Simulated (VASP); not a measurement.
Set up this calculation in VASP 6.6.1, as the native input.

| Property | Result |
| --- | --- |
| Task | single point |
| Functional | RPBE |
| Potentials or basis | VASP PAW PBE potentials, release 64 (Pd) |
| Cutoff | 520 eV |
| k mesh | 13 × 13 × 13 |
| Occupations | fermi-dirac, width 0.05 eV |
| Spin | collinear spin, ferromagnetic start |
| Starting moments | [0.5] μB |
| Dipole correction | no |
| Further INCAR settings | ALGO = Normal; EDIFF = 1e-06; NBANDS = 15 |

The structure of Pd lies in POSCAR:

```
Pd
1.0
    2.5710260942      0.0000000000      0.0000000000
    0.0000000000      2.5710260942      0.0000000000
    0.0000000000      0.0000000000      2.5710260942
Pd
1
Direct
    0.0000000000      0.0000000000      0.0000000000
```

This cell differs from its parent crystal: volume scaled by 0.92.

The input as run:

INCAR

```
  PREC = Accurate
  ENCUT = 520
  EDIFF = 1E-6
  ISMEAR = -1
  SIGMA = 0.05
  LREAL = False
  LASPH = True
  NELM = 150
  ALGO = Normal
  ISIF = 2
  LWAVE = False
  LCHARG = False
  ISPIN = 2
  MAGMOM = 0.5
  LORBIT = 11
  LMAXMIX = 4
  GGA = RP
  NBANDS = 15
```

KPOINTS

```
regular mesh
0
Gamma
  13 13 13
```

Potentials or basis: VASP PAW PBE potentials, release 64 (Pd).

Command:

```bash
$ cat potpaw_PBE.64/Pd/POTCAR > POTCAR
$ mpirun -np 1 vasp_std > vasp.out
```

It gave:

```
Pressure                                              : 10.4 GPa
Band gap on the k mesh                                : zero (filled and empty bands overlap)
Net moment                                            : 0.00 μB per cell
Valence electrons inside the program's atomic spheres : Pd 9.43
```

Caveat: the PAW data sets were made with another functional, which shifts forces and pressure a little.

Wall time 22 s on 1 thread of Intel Xeon 6975P-C, with other jobs on the host, peak memory 0.15 GiB.
